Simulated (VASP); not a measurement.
Ti2H: single point with r2SCAN

Crystal: Ti2H.

```
Ti H
1.0
     4.22581    0.00000    0.00000
     0.00000    4.22581    0.00000
     0.00000    0.00000    4.22581
Ti H
4 2
Cartesian
  1.0565 3.1694 1.0565
  3.1694 1.0565 1.0565
  1.0565 1.0565 3.1694
  3.1694 3.1694 3.1694
  0.0000 0.0000 0.0000
  2.1129 2.1129 2.1129
```

- Program: VASP 6.6.1
- Task: single point
- Functional: r2SCAN
- Potentials or basis: VASP PAW PBE potentials, release 64 (Ti_sv, H)
- Cutoff: 520 eV
- k mesh: 10 × 10 × 10
- Occupations: gaussian, width 0.1 eV
- Spin: no spin polarisation

| Item | Value |
| --- | --- |
| Pressure | 0.5 GPa |
| Band gap on the k mesh | zero (bands 25 and 26 overlap by 1.20 eV) |

Levels at points of the mesh, in eV from the Fermi level:
| k point | band 22 | band 23 | band 24 | band 25 | band 26 | band 27 | band 28 | band 29 |
| --- | --- | --- | --- | --- | --- | --- | --- | --- |
| (0.00, 0.00, 0.00) | -2.61 | -1.62 | -1.62 | 0.70 | 0.70 | 0.70 | 2.44 | 2.44 |
| (0.50, 0.00, 0.00) | -1.59 | -0.56 | -0.56 | -0.45 | -0.45 | 1.07 | 1.07 | 1.59 |
| (0.50, 0.50, 0.00) | -1.08 | -0.43 | -0.43 | -0.19 | -0.19 | 0.05 | 0.05 | 1.64 |
| (0.50, 0.50, 0.50) | 0.08 | 0.08 | 0.08 | 0.50 | 0.50 | 0.50 | 0.71 | 0.71 |

Run time: 5.8 min on 1 thread of AMD EPYC 7R13 Processor (Zen 3) (shared host), peak memory 0.23 GiB.

Caveat: the PAW data sets were made with another functional, which shifts forces and pressure a little.
